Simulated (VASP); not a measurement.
Here is a VASP 6.6.1 calculation.

Contents of POSCAR:

```
Pt
1.0
    2.7606656158      0.0000000000      0.0000000000
   -1.3803328079      2.3908065546      0.0000000000
    0.0000000000      0.0000000000      4.9838193600
Pt
2
Direct
    0.6666666667      0.3333333333      0.7500000000
    0.3333333333      0.6666666667      0.2500000000
```

Contents of INCAR.step1:

```
SYSTEM = Pt
  ALGO = Normal
  EDIFF = 1E-5
  ENCUT = 630
  GGA = PE
  GGA_COMPAT = .FALSE.
  ISMEAR = 0
  LASPH = .TRUE.
  LCHARG = .FALSE.
  LREAL = .FALSE.
  LWAVE = .TRUE.
  NBANDS = 25
  NELM = 120
  PREC = Accurate
  SIGMA = 0.15
```

Contents of INCAR.step2:

```
SYSTEM = Pt
  ALGO = Normal
  EDIFF = 1E-6
  ENCUT = 630
  GGA_COMPAT = .FALSE.
  ISIF = 2
  ISMEAR = 0
  ISTART = 1
  LASPH = .TRUE.
  LCHARG = .FALSE.
  LMIXTAU = .TRUE.
  LREAL = .FALSE.
  LWAVE = .FALSE.
  METAGGA = R2SCAN
  NBANDS = 25
  NELM = 120
  PREC = Accurate
  SIGMA = 0.15
```

KPOINTS

```
k-points
0
G
  18 18 10
  0 0 0
```

Potentials or basis: VASP PAW PBE potentials, release 64 (Pt_sv_GW).

The run is started by

```console
$ cat potpaw_PBE.64/Pt_sv_GW/POTCAR > POTCAR
$ cp INCAR.step1 INCAR
$ mpirun -np 1 vasp_std > vasp.out
$ cp INCAR.step2 INCAR
$ mpirun -np 1 vasp_std > vasp.out
```

Q: Predict the pressure.

A: -13.9 GPa.

Q: What does it give for the band gap on the k mesh?

A: Zero (bands 18 and 19 overlap by 1.37 eV).

Stress tensor (GPa, compression positive):
```
-12.85   0.00   0.00
  0.00 -12.85   0.00
  0.00   0.00 -16.00
```

Caveat: the cell differs from its parent crystal (strain +0.000 along x and y, +0.040 along z); the cell stands under tension; the PAW data sets were made with another functional, which shifts forces and pressure a little; spin-orbit coupling is left out, which moves the levels of the heavy elements.
